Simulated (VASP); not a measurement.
# TiC (rocksalt type) (Fm-3m) in VASP: notebook, part 2 of 2

VASP 6.6.1. Earlier steps stand in the parts before.

## (3) Single point, PBE

INCAR

```
SYSTEM = TiC
PREC = Accurate ; ENCUT = 520
EDIFF = 1E-7 ; ISMEAR = -1
SIGMA = 0.05 ; LREAL = .FALSE.
LASPH = .TRUE. ; NELM = 80
ALGO = Normal ; ISIF = 2
LWAVE = .FALSE. ; LCHARG = .FALSE.
GGA = PE ; NBANDS = 24
```

KPOINTS

```
regular mesh
0
G
  13 13 10
  0 0 0
```

POSCAR

```
TiC
1.0
    2.1663639417      2.1663639417      0.0000000000
   -2.1663639417      2.1663639417      0.0000000000
    0.0000000000      0.0000000000      4.3327278835
Ti C
2 2
Direct
    0.0000000000      0.0000000000      0.0000000000
    0.5000000000      0.5000000000      0.5000000000
    0.5000000000      0.5000000000      0.0000000000
    0.0000000000      0.0000000000      0.5000000000
```

Potentials or basis: VASP PAW PBE potentials, release 64 (Ti_sv, C).

Launch:

```sh
$ cat potpaw_PBE.64/Ti_sv/POTCAR potpaw_PBE.64/C/POTCAR > POTCAR
$ mpirun -np 1 vasp_std > vasp.out
```

OUTCAR:

```text
SYSTEM = TiC
   PREC = Accurate
   ENCUT = 520
   EDIFF = 1E-7
   ISMEAR = -1
   LREAL = .FALSE.
   LASPH = .TRUE.
   NELM = 80
   ISIF = 2
   GGA = PE

 ion  position               nearest neighbor table
   1  0.000  0.000  0.000-   3 2.17   3 2.17   3 2.17   3 2.17   4 2.17   4 2.17
   2  0.500  0.500  0.500-   4 2.17   4 2.17   4 2.17   4 2.17   3 2.17   3 2.17
   3  0.500  0.500  0.000-   1 2.17   1 2.17   1 2.17   1 2.17   2 2.17   2 2.17
   4  0.000  0.000  0.500-   2 2.17   2 2.17   2 2.17   2 2.17   1 2.17   1 2.17

  LATTYP: Found a simple tetragonal cell.
 ALAT       =     3.0637012674
 C/A-ratio  =     1.4142135624

  Lattice vectors:

 A1 = (   2.1663639417,   2.1663639417,   0.0000000000)
 A2 = (  -2.1663639417,   2.1663639417,   0.0000000000)
 A3 = (   0.0000000000,   0.0000000000,   4.3327278835)

Analysis of symmetry for initial positions (statically):
=====================================================================
 Subroutine PRICEL returns following result:

  LATTYP: Found a face centered cubic cell.
 ALAT       =     4.3327278835

  Lattice vectors:

 A1 = (   0.0000000000,  -2.1663639417,  -2.1663639418)
 A2 = (   2.1663639417,   0.0000000000,  -2.1663639418)
 A3 = (   2.1663639417,  -2.1663639417,  -0.0000000000)

   2 primitive cells build up your supercell.

 Routine SETGRP: Setting up the symmetry group for a
 simple tetragonal supercell.

 Subroutine GETGRP returns: Found 16 space group operations
 (whereof 16 operations were pure point group operations)
 out of a pool of 16 trial point group operations.

The static configuration has the point symmetry D_4h.

Analysis of symmetry for dynamics (positions and initial velocities):
=====================================================================
 Subroutine PRICEL returns following result:

  LATTYP: Found a face centered cubic cell.
 ALAT       =     4.3327278835

  Lattice vectors:

 A1 = (   0.0000000000,  -2.1663639417,  -2.1663639418)
[... 129 lines left out ...]
   IALGO  =     38    algorithm
   IMIX   =      4    mixing-type and parameters
     AMIX     =   0.40;   BMIX     =  1.00
     AMIX_MAG =   1.60;   BMIX_MAG =  1.00
  volume/ion in A,a.u.               =      10.17        68.61
  Fermi-wavevector in a.u.,A,eV,Ry     =   1.511379  2.856092 31.079336  2.284267
  Thomas-Fermi vector in A             =   2.621444
   LORBIT       =      0    0 simple, 1 ext, 2 COOP (PROOUT), +10 PAW based schemes
   GGA     = PE    functional components
   LHFCALC =     F    Hartree Fock is set to
   AEXX    =    0.0000 exact exchange contribution
   IVDW    =     0    specifies the selected vdW correction
   LEPSILON=     F    determine dielectric tensor
   LRPA    =     F    only Hartree local field effects (RPA)
 non-spin polarized calculation
  energy-cutoff  :      520.00
  volume of cell :       40.67
 maximum number of plane-waves:      1120
 NGX is ok and might be reduce to    24
   NGX = 11   NGY = 11   NGZ = 17

 number of electron      32.0000017 magnetization

 Free energy of the ion-electron system (eV)
  ---------------------------------------------------
  ext. energy  EPLUGINS =         0.00000000
  ---------------------------------------------------
  free energy    TOTEN  =       -37.42099281 eV

  energy without entropy =      -37.41607337  energy(sigma->0) =      -37.41853309

 E-fermi :   9.4215     XC(G=0): -12.6932

 val. band max:        9.3998058167   @ k =   0.0769   0.0769   0.1000
 cond. band min:       9.4480828330   @ k =   0.0769   0.0000   0.3000
 fundamental gap:      0.0482770163
 Fermi energy:         9.4214593802

 k-point     1 :       0.0000    0.0000    0.0000
  band No.  band energies     occupation
      1     -47.1899      2.00000
      2     -47.0934      2.00000
      3     -23.6473      2.00000
      4     -23.3818      2.00000
      5     -23.3818      2.00000
      6     -23.2145      2.00000
[... 637 lines left out ...]
     23      13.3012      0.00000
     24      13.7454      0.00000

 [... further k-points ...]

------------------------ aborting loop because EDIFF is reached ----------------------------------------

  FORCE on cell =-STRESS in cart. coord.  units (eV):
  Direction    XX          YY          ZZ          XY          YZ          ZX
  --------------------------------------------------------------------------------------
  -------------------------------------------------------------------------------------
  Total        0.0719794      0.0719794      0.0454382      0.0000000      0.0000000      0.0000000
  in kB        2.8357284      2.8357284      1.7901022      0.0000000      0.0000000      0.0000000
  external PRESSURE =       2.4871863 kB  Pullay stress =       0.0000000 kB

 VOLUME and BASIS-vectors are now :
 -----------------------------------------------------------------------------
  energy-cutoff  :      520.00
  volume of cell :       40.67
      direct lattice vectors                 reciprocal lattice vectors
     2.166363942  2.166363942  0.000000000     0.230801478  0.230801478  0.000000000
    -2.166363942  2.166363942  0.000000000    -0.230801478  0.230801478  0.000000000
     0.000000000  0.000000000  4.332727883     0.000000000  0.000000000  0.230801478

 POSITION                                       TOTAL-FORCE (eV/Angst)
 -----------------------------------------------------------------------------------
      0.00000      0.00000      0.00000        -0.000000      0.000000      0.000000
      0.00000      2.16636      2.16636        -0.000000     -0.000000     -0.000000
      0.00000      2.16636      0.00000         0.000000      0.000000      0.000000
      0.00000      0.00000      2.16636        -0.000000     -0.000000      0.000000
 -----------------------------------------------------------------------------------
    total drift:                               -0.000000      0.000000     -0.000000

  FREE ENERGIE OF THE ION-ELECTRON SYSTEM (eV)
  ---------------------------------------------------
  free  energy   TOTEN  =       -37.4209928069 eV

  energy  without entropy=      -37.4160733745  energy(sigma->0) =      -37.41853309
```

OSZICAR:

```text
N       E                     dE             d eps       ncg     rms          rms(c)
[... 14 lines left out ...]
DAV:  15    -0.374211637487E+02    0.30777E-03   -0.36127E-04 10704   0.129E-01    0.115E-01
DAV:  16    -0.374210259085E+02    0.13784E-03   -0.20189E-04  9584   0.636E-02    0.603E-02
DAV:  17    -0.374209985482E+02    0.27360E-04   -0.53910E-05  9016   0.460E-02    0.170E-02
DAV:  18    -0.374209931468E+02    0.54014E-05   -0.15429E-05 10904   0.179E-02    0.368E-03
DAV:  19    -0.374209930375E+02    0.10931E-06   -0.40445E-07  7872   0.402E-03    0.275E-03
DAV:  20    -0.374209929098E+02    0.12769E-06   -0.28500E-07  6880   0.270E-03    0.325E-03
DAV:  21    -0.374209927804E+02    0.12939E-06   -0.61833E-08  4688   0.302E-03    0.147E-03
DAV:  22    -0.374209928069E+02   -0.26492E-07   -0.20280E-08  4472   0.100E-03
   1 F= -.37420993E+02 E0= -.37418533E+02  d E =-.491943E-02
```

stdout:

```text
POSCAR found type information on POSCAR TiC
 POSCAR found :  2 types and       4 ions
 scaLAPACK will be used
 LDA part: xc-table for (Slater+PW92), standard interpolation
 POSCAR, INCAR and KPOINTS ok, starting setup
 FFT: planning ... GRIDC
 FFT: planning ... GRID_SOFT
 FFT: planning ... GRID
 WAVECAR not read
 entering main loop
```

Wall time 5 min (1 thread of Intel Xeon 8259CL, shared host); peak memory 0.26 GiB.

What came out:

| Item | Value |
| --- | --- |
| Free energy | -37.4210 eV |
| Pressure | 0.2 GPa |
| Band gap on the k mesh | zero (bands 16 and 17 overlap by 1.10 eV) |
